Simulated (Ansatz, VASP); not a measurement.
## One calculation of Sn, two programs

```xyz
1
Lattice="-2.0292 2.0292 1.7272 2.0292 -2.0292 1.7272 2.0292 2.0292 -1.7272" Properties=species:S:1:pos:R:3 pbc="T T T"
Sn    0.0000    0.0000    0.0000
```

Alike in both runs: functional PBEsol; k mesh 8 × 8 × 8; occupations fermi-dirac, width 0.05 eV; no spin polarisation.

|  | VASP | Ansatz |
| --- | --- | --- |
| version | VASP 6.6.1 | Ansatz 0.2.0 |
| potentials or method | VASP PAW PBE potentials, release 64 (Sn_d) | Ansatz PAW |
| plane-wave cutoff (eV) | 520 | 420 |
| valence electrons in the cell | 14 | 14 |
| task | single point | band structure |

```tsv
	VASP	Ansatz	Ansatz less VASP
gap on the k mesh at the Fermi level (eV)	none	none	-
pressure (GPa)	-3.9	-3.8	+0.05
traceless stress, the component that is largest in VASP (GPa)	-2.01	-2.01	+0.001
```

VASP's potentials were made for PBE, not for PBEsol. A gap of «none» marks a metal or a gap that the smearing closes. With one functional, cell and mesh, what is left measures potentials, basis and numerics.
